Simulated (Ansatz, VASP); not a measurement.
One calculation of Li, two programs

```xyz
3
Lattice="1.5505 0.8952 7.7401 -1.5505 0.8952 7.7401 0.0000 -1.7904 7.7401" Properties=species:S:1:pos:R:3 pbc="T T T"
Li    0.0000    0.0000    0.0000
Li    0.0000    0.0000    5.1549
Li    0.0000    0.0000   18.0653
```

Change from the starting cell: zz strain of +2 %.

Alike in both runs: task single point; functional PBE; k mesh 12 × 12 × 12; occupations fermi-dirac, width 0.05 eV; no spin polarisation.

```csv
,VASP,Ansatz
version,VASP 6.6.1,Ansatz 0.2.0
potentials or method,"VASP PAW PBE potentials, release 64 (Li_sv), cutoff 520 eV","all-electron LAPW, scalar-relativistic"
```

```csv
,VASP,Ansatz,Ansatz less VASP
rms of the force components (eV/Å),0.004,0.004,0.0000
```

Atom by atom the forces differ by 0.000 eV/Å (rms over components). Ansatz ran all-electron here, and VASP with PAW potentials.

Noted on VASP's run: the cutoff is under 1.25 times that of the potentials, so the pressure is a little rough.
